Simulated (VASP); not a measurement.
# Al (P2_1) in VASP: single point with PBE+D3(BJ)

Aim: the single point of Al with PBE+D3(BJ).

All numbers are computed with VASP 6.6.1; they aren't measurements. Logs are shortened: lines on timing, memory, paths and dates and some standing lists are left out, and cuts for length are marked.

## (1) The cell of the first run

It takes space group P2_1 (No. 4, monoclinic). Conventional cell: a = 2.814 Å, b = 9.241 Å, c = 2.814 Å, α = 90.00°, β = 120.00°, γ = 90.00°. Al (site symmetry 1) has 12 Al at 2.64 to 3.03 Å within 3.5 Å. Al (site symmetry 1) has 12 Al at 2.64 to 3.03 Å within 3.5 Å.

## (2) Single point, PBE+D3(BJ) (atoms displaced along several vibrational modes)

The input, INCAR:

```
PREC = Accurate
ENCUT = 520
EDIFF = 1E-6
ISMEAR = 0
SIGMA = 0.15
LREAL = False
LASPH = True
NELM = 60
ALGO = Fast
ISIF = 2
LWAVE = False
LCHARG = True
GGA = PE
IVDW = 12
LELF = True
LVHAR = True
NBANDS = 14
```

The input, KPOINTS:

```
Automatic mesh
0
Gamma
  18 18 4
```

The input, POSCAR:

```
Al
1.0
    2.8144222649      0.0000000000      0.0000000000
   -1.4072111325      2.4373611784      0.0000000000
    0.0000000000      0.0000000000      9.2410470711
Al
4
Direct
   -0.1389776423     -0.0622804701      0.0000000000
    0.3333333333      0.6666666667      0.2500000000
    0.1389776423      0.0622804701      0.5000000000
    0.6666666667      0.3333333333      0.7500000000
```

Potentials or basis: VASP PAW PBE potentials, release 64 (Al).

Run with:

```bash
cat potpaw_PBE.64/Al/POTCAR > POTCAR
mpirun -np 1 vasp_std > vasp.out
```

OUTCAR:

```text
PREC = Accurate
   ENCUT = 520
   EDIFF = 1E-6
   ISMEAR = 0
   LREAL = False
   LASPH = True
   NELM = 60
   ISIF = 2
   GGA = PE
   IVDW = 12
 IVDW          = 12

 ion  position               nearest neighbor table
   1  0.861  0.938  0.000-   2 2.64   4 2.74   4 2.76   2 2.93   2 2.95   4 3.03
   2  0.333  0.667  0.250-   1 2.64   3 2.74   3 2.76   1 2.93   1 2.95   3 3.03
   3  0.139  0.062  0.500-   4 2.64   2 2.74   2 2.76   4 2.93   4 2.95   2 3.03
   4  0.667  0.333  0.750-   3 2.64   1 2.74   1 2.76   3 2.93   3 2.95   1 3.03

  LATTYP: Found a hexagonal cell.
 ALAT       =     2.8144222649
 C/A-ratio  =     3.2834614714

  Lattice vectors:

 A1 = (   2.8144222649,   0.0000000000,   0.0000000000)
 A2 = (  -1.4072111325,   2.4373611784,   0.0000000000)
 A3 = (   0.0000000000,   0.0000000000,   9.2410470711)

Analysis of symmetry for initial positions (statically):
=====================================================================
 Subroutine PRICEL returns:
 Original cell was already a primitive cell.

 Routine SETGRP: Setting up the symmetry group for a
 hexagonal supercell.

 Subroutine GETGRP returns: Found  2 space group operations
 (whereof  1 operations were pure point group operations)
 out of a pool of 24 trial point group operations.

The static configuration has the point symmetry C_1 .
 The point group associated with its full space group is C_2 .

Analysis of symmetry for dynamics (positions and initial velocities):
=====================================================================
 Subroutine PRICEL returns:
 Original cell was already a primitive cell.

 Routine SETGRP: Setting up the symmetry group for a
 hexagonal supercell.

 Subroutine GETGRP returns: Found  2 space group operations
 (whereof  1 operations were pure point group operations)
 out of a pool of 24 trial point group operations.

The dynamic configuration has the point symmetry C_1 .
 The point group associated with its full space group is C_2 .

 Subroutine INISYM returns: Found  2 space group operations
 (whereof  1 operations are pure point group operations),
 and found     1 'primitive' translations

----------------------------------------------------------------------------------------

                                     Primitive cell

  volume of cell :      63.3914

  direct lattice vectors                    reciprocal lattice vectors
[... 105 lines left out ...]
   EFERMI =   0.00;   METHOD = LEGACY
   ISMEAR =     0;   SIGMA  =   0.15  broadening in eV -4-tet -1-fermi 0-gaus
   EFERMI_NEDOS =   21; number of points for ismear=-14 and -15
   IALGO  =     68    algorithm
   IMIX   =      4    mixing-type and parameters
     AMIX     =   0.40;   BMIX     =  1.00
     AMIX_MAG =   1.60;   BMIX_MAG =  1.00
  volume/ion in A,a.u.               =      15.85       106.95
  Fermi-wavevector in a.u.,A,eV,Ry     =   0.939994  1.776331 12.021957  0.883589
  Thomas-Fermi vector in A             =   2.067362
   LORBIT       =      0    0 simple, 1 ext, 2 COOP (PROOUT), +10 PAW based schemes
   GGA     = PE    functional components
   LHFCALC =     F    Hartree Fock is set to
   AEXX    =    0.0000 exact exchange contribution
   IVDW    =    12    specifies the selected vdW correction
   LEPSILON=     F    determine dielectric tensor
   LRPA    =     F    only Hartree local field effects (RPA)
 non-spin polarized calculation
 RMM-DIIS sequential band-by-band and
 Gauss-broadening in eV      SIGMA  =   0.15
  energy-cutoff  :      520.00
  volume of cell :       63.39
 maximum number of plane-waves:      1724
 NGX is ok and might be reduce to    24
   NGX = 11   NGY = 11   NGZ = 35

 number of electron      12.0000000 magnetization

 Free energy of the ion-electron system (eV)
  ---------------------------------------------------
  ext. energy  EPLUGINS =         0.00000000
  ---------------------------------------------------
  free energy    TOTEN  =       -14.81634230 eV

  energy without entropy =      -14.79934611  energy(sigma->0) =      -14.80784420

 E-fermi :   8.3917     XC(G=0): -10.3408

 val. band max:        8.3853932903   @ k =  -0.3333   0.5000  -0.2500
 cond. band min:       8.3926742600   @ k =  -0.2222  -0.4444   0.2500
 fundamental gap:      0.0072809697
 Fermi energy:         8.3916867805

 k-point     1 :       0.0000    0.0000    0.0000
  band No.  band energies     occupation
      1      -2.9917      2.00000
      2      -1.2715      2.00000
      3      -1.2678      2.00000
      4       3.6303      2.00000
      5       3.9254      2.00000
      6      11.8070      0.00000
      7      11.8269      0.00000
      8      19.5336      0.00000
      9      19.5844      0.00000
     10      19.7462      0.00000
     11      19.7555      0.00000
     12      20.5002      0.00000
     13      20.6846      0.00000
     14      20.7197      0.00000
[... 377 lines left out ...]
      1       1.8393      2.00000
      2       3.4756      2.00000
      3       3.4826      2.00000
      4       4.4649      2.00000
      5       6.1371      2.00000
      6       6.1527      2.00000
      7       8.2470      1.82761
      8       8.8136      0.00007
      9      10.7899      0.00000
     10      11.2345      0.00000
     11      14.3317      0.00000
     12      14.8034      0.00000
     13      15.9283      0.00000
     14      15.9626      0.00000

 [... further k-points ...]

------------------------ aborting loop because EDIFF is reached ----------------------------------------

 Edisp (eV)   -1.40305

 E8    (eV) :    -0.6278

  FORCE on cell =-STRESS in cart. coord.  units (eV):
  Direction    XX          YY          ZZ          XY          YZ          ZX
  --------------------------------------------------------------------------------------
  -------------------------------------------------------------------------------------
  Total       0.04313     0.07262     1.07964    -0.01862     0.00000     0.00000
  in kB       1.09012     1.83546    27.28725    -0.47052     0.00000     0.00000
  external pressure =       10.07 kB  Pullay stress =        0.00 kB

 VOLUME and BASIS-vectors are now :
 -----------------------------------------------------------------------------
  energy-cutoff  :      520.00
  volume of cell :       63.39
      direct lattice vectors                 reciprocal lattice vectors
     2.814422265  0.000000000  0.000000000     0.355312709  0.205139888  0.000000000
    -1.407211133  2.437361178  0.000000000     0.000000000  0.410279777  0.000000000
     0.000000000  0.000000000  9.241047071     0.000000000  0.000000000  0.108212846

 POSITION                                       TOTAL-FORCE (eV/Angst)
 -----------------------------------------------------------------------------------
      1.10371      2.28556      0.00000         0.259836      0.129909     -0.070285
     -0.00000      1.62491      2.31026        -0.121875     -0.092306      0.070285
      0.30350      0.15180      4.62052        -0.259836     -0.129909     -0.070285
      1.40721      0.81245      6.93079         0.121875      0.092306      0.070285
 -----------------------------------------------------------------------------------
    total drift:                                0.000000      0.000000     -0.000003

  FREE ENERGIE OF THE ION-ELECTRON SYSTEM (eV)
  ---------------------------------------------------
  free  energy   TOTEN  =       -16.2193897527 eV

  energy  without entropy=      -16.2023935599  energy(sigma->0) =      -16.21089166
```

It took 9.8 min on 1 thread of Intel Xeon 8259CL, shared host; peak memory 0.45 GiB.

Results:

| Quantity | Value |
| --- | --- |
| Free energy | -16.2194 eV |
| Pressure | 1.0 GPa |
| Largest force | 0.299 eV/Å |
| Band gap on the k mesh | zero (bands 6 and 7 overlap by 5.53 eV) |
| Dispersion energy per atom | -0.351 eV |

Forces on the atoms (eV/Å):
```
Al   0.260  0.130 -0.070
Al  -0.122 -0.092  0.070
Al  -0.260 -0.130 -0.070
Al   0.122  0.092  0.070
```

Caveat: the cell differs from its parent crystal (atoms displaced along several vibrational modes).
